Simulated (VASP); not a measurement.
# Pt (I4_1/amd) in VASP: relaxation of shape and atoms at fixed volume with PBE

Aim: the relaxation of shape and atoms at fixed volume of Pt with PBE.

All numbers are computed with VASP 6.6.1; they aren't measurements. Logs are shortened: lines on timing, memory, paths and dates and some standing lists are left out, and cuts for length are marked.

## (1) The cell of the first run

Symmetry: I4_1/amd, No. 141, tetragonal system. The conventional cell has a = 4.592 Å, b = 4.592 Å, c = 2.474 Å, α = 90.00°, β = 90.00°, γ = 90.00°. Within 3.1 Å of Pt (site symmetry -4m2) lie 10 Pt at 2.38 to 2.95 Å.

## (2) Relaxation of shape and atoms at fixed volume, PBE

INCAR reads:

```
SYSTEM = Pt
PREC = Accurate ; ENCUT = 600
EDIFF = 1E-6 ; ISMEAR = -1
SIGMA = 0.05 ; LREAL = .False.
LASPH = .True. ; NELM = 80
ALGO = Normal ; ISIF = 4
LWAVE = .False. ; LCHARG = .False.
GGA = PE ; IBRION = 2
NSW = 50 ; EDIFFG = -0.005
```

KPOINTS reads:

```
regular mesh
0
Gamma
  16 16 16
  0 0 0
```

POSCAR reads:

```
Pt
1.0
   -2.2959048574      2.2959048574      1.2371005351
    2.2959048574     -2.2959048574      1.2371005351
    2.2959048574      2.2959048574     -1.2371005351
Pt
2
Direct
   -0.3750000000     -0.1250000000     -0.2500000000
    0.3750000000      0.1250000000      0.2500000000
```

Potentials or basis: VASP PAW PBE potentials, release 64 (Pt).

The run is started by

```console
$ cat potpaw_PBE.64/Pt/POTCAR > POTCAR
$ mpirun -np 1 vasp_std > vasp.out
```

OUTCAR:

```text
SYSTEM = Pt
   PREC = Accurate
   ENCUT = 600
   EDIFF = 1E-6
   ISMEAR = -1
   LREAL = .False.
   LASPH = .True.
   NELM = 80
   ISIF = 4
   GGA = PE
   IBRION = 2
   NSW = 50
   EDIFFG = -0.005

 ion  position               nearest neighbor table
   1  0.625  0.875  0.750-   2 2.38   2 2.38   2 2.38   2 2.38   2 2.95   2 2.95   2 2.95   2 2.95

   2  0.375  0.125  0.250-   1 2.38   1 2.38   1 2.38   1 2.38   1 2.95   1 2.95   1 2.95   1 2.95

  LATTYP: Found a body centered tetragonal cell.
 ALAT       =     4.5918097148
 C/A-ratio  =     0.5388291815

  Lattice vectors:

 A1 = (  -2.2959048574,   2.2959048574,   1.2371005351)
 A2 = (   2.2959048574,  -2.2959048574,   1.2371005351)
 A3 = (   2.2959048574,   2.2959048574,  -1.2371005351)

Analysis of symmetry for initial positions (statically):
=====================================================================
 Subroutine PRICEL returns:
 Original cell was already a primitive cell.

 Routine SETGRP: Setting up the symmetry group for a
 body centered tetragonal supercell.

 Subroutine GETGRP returns: Found 16 space group operations
 (whereof  4 operations were pure point group operations)
 out of a pool of 16 trial point group operations.

The static configuration has the point symmetry C_2h.
 The point group associated with its full space group is D_4h.

Analysis of symmetry for dynamics (positions and initial velocities):
=====================================================================
 Subroutine PRICEL returns:
 Original cell was already a primitive cell.

 Routine SETGRP: Setting up the symmetry group for a
 body centered tetragonal supercell.

 Subroutine GETGRP returns: Found 16 space group operations
 (whereof  4 operations were pure point group operations)
 out of a pool of 16 trial point group operations.

The dynamic configuration has the point symmetry C_2h.
 The point group associated with its full space group is D_4h.

 Subroutine INISYM returns: Found 16 space group operations
 (whereof  4 operations are pure point group operations),
 and found     1 'primitive' translations

----------------------------------------------------------------------------------------

                                     Primitive cell

  volume of cell :      26.0839

  direct lattice vectors                    reciprocal lattice vectors
    -2.295904857  2.295904857  1.237100535     0.000000000  0.217779059  0.404170870
     2.295904857 -2.295904857  1.237100535     0.217779059  0.000000000  0.404170870
     2.295904857  2.295904857 -1.237100535     0.217779059  0.217779059  0.000000000
[... 101 lines left out ...]
   IALGO  =     38    algorithm
   IMIX   =      4    mixing-type and parameters
     AMIX     =   0.40;   BMIX     =  1.00
     AMIX_MAG =   1.60;   BMIX_MAG =  1.00
  volume/ion in A,a.u.               =      13.04        88.01
  Fermi-wavevector in a.u.,A,eV,Ry     =   1.498398  2.831562 30.547762  2.245197
  Thomas-Fermi vector in A             =   2.610162
   LORBIT       =      0    0 simple, 1 ext, 2 COOP (PROOUT), +10 PAW based schemes
   GGA     = PE    functional components
   LHFCALC =     F    Hartree Fock is set to
   AEXX    =    0.0000 exact exchange contribution
   IVDW    =     0    specifies the selected vdW correction
   LEPSILON=     F    determine dielectric tensor
   LRPA    =     F    only Hartree local field effects (RPA)
 conjugate gradient relaxation of ions
 non-spin polarized calculation
  energy-cutoff  :      600.00
  volume of cell :       26.08
 maximum number of plane-waves:       886
   NGX = 13   NGY = 13   NGZ = 13

--------------------------------------- Ionic step        1  -------------------------------------------

 number of electron      19.9999997 magnetization

 Free energy of the ion-electron system (eV)
  ---------------------------------------------------
  ext. energy  EPLUGINS =         0.00000000
  ---------------------------------------------------
  free energy    TOTEN  =        -9.38208531 eV

  energy without entropy =       -9.36922132  energy(sigma->0) =       -9.37565331

------------------------ aborting loop because EDIFF is reached ----------------------------------------

  FORCE on cell =-STRESS in cart. coord.  units (eV):
  Direction    XX          YY          ZZ          XY          YZ          ZX
  --------------------------------------------------------------------------------------
  -------------------------------------------------------------------------------------
  Total       18.8840461     18.8840461     18.8493746      0.0000000      0.0000000      0.0000000
  in kB     1159.9329208   1159.9329208   1157.8032609      0.0000000      0.0000000      0.0000000
  external PRESSURE =    1159.2230342 kB  Pullay stress =       0.0000000 kB
[... 59 lines left out ...]
--------------------------------------- Ionic step        3  -------------------------------------------

 number of electron      19.9999997 magnetization

 Free energy of the ion-electron system (eV)
  ---------------------------------------------------
  ext. energy  EPLUGINS =         0.00000000
  ---------------------------------------------------
  free energy    TOTEN  =        -9.38208795 eV

  energy without entropy =       -9.36920860  energy(sigma->0) =       -9.37564827

 E-fermi :  14.3269     XC(G=0): -14.2838

 val. band max:       14.3266504614   @ k =  -0.4375   0.5000   0.3750
 cond. band min:      14.3292700837   @ k =   0.2500   0.2500   0.2500
 fundamental gap:      0.0026196223
 Fermi energy:        14.3269334256

 k-point     1 :       0.0000    0.0000    0.0000
  band No.  band energies     occupation
      1       2.4798      2.00000
      2       5.1700      2.00000
      3       6.2410      2.00000
      4       6.9289      2.00000
      5       7.7144      2.00000
      6      12.3051      2.00000
      7      12.3051      2.00000
      8      12.3682      2.00000
      9      12.3682      2.00000
     10      14.9792      0.00000
     11      16.6175      0.00000
     12      19.5580      0.00000
     13      19.5580      0.00000
     14      29.3959      0.00000
[... 377 lines left out ...]
      1       2.5604      2.00000
      2       5.2319      2.00000
      3       6.2853      2.00000
      4       6.9073      2.00000
      5       7.6897      2.00000
      6      12.2991      2.00000
      7      12.3344      2.00000
      8      12.4019      2.00000
      9      12.4052      2.00000
     10      14.8959      0.00002
     11      16.1905      0.00000
     12      19.2208      0.00000
     13      20.0602      0.00000
     14      29.6216      0.00000

 [... further k-points ...]
[... 5 lines left out ...]
  --------------------------------------------------------------------------------------
  -------------------------------------------------------------------------------------
  Total       18.8706435     18.8706435     18.8732562      0.0000000     -0.0000000     -0.0000000
  in kB     1159.1096826   1159.1096826   1159.2701631      0.0000000     -0.0000000     -0.0000000
  external PRESSURE =    1159.1631761 kB  Pullay stress =       0.0000000 kB
[... 17 lines left out ...]
  FREE ENERGIE OF THE ION-ELECTRON SYSTEM (eV)
  ---------------------------------------------------
  free  energy   TOTEN  =        -9.3820879459 eV

  energy  without entropy=       -9.3692085971  energy(sigma->0) =       -9.37564827

 reached required accuracy - stopping structural energy minimisation
```

CONTCAR:

```text
Pt
   1.00000000000000
    -2.2960662004679215    2.2960662004679215    1.2369266807199970
     2.2960662004679215   -2.2960662004679215    1.2369266807199970
     2.2960662004679215    2.2960662004679215   -1.2369266807199970
  Pt
     2
Direct
     0.6250000000000000    0.8750000000000000    0.7500000000000000
     0.3750000000000000    0.1250000000000000    0.2500000000000000

  0.00000000E+00  0.00000000E+00  0.00000000E+00
  0.00000000E+00  0.00000000E+00  0.00000000E+00
```

Run time: 86 s. Hardware: 1 thread of Intel Xeon 6975P-C (Granite Rapids), shared host; peak memory 0.27 GiB.

Results:

* Free energy: -9.3821 eV
* Energy gained by relaxing: 0.0 meV/atom
* Ionic steps: 3
* Pressure after relaxing: 115.9 GPa
* Band gap on the k mesh: zero (band 10 reaches 15.67 eV, above the bottom of band 11 at 12.81 eV)

Final structure:
```
CELL_PARAMETERS angstrom
-2.29607 2.29607 1.23693
2.29607 -2.29607 1.23693
2.29607 2.29607 -1.23693
ATOMIC_POSITIONS crystal
Pt 0.62500 0.87500 0.75000
Pt 0.37500 0.12500 0.25000
```

Caveat: spin-orbit coupling is left out, which moves the levels of the heavy elements.
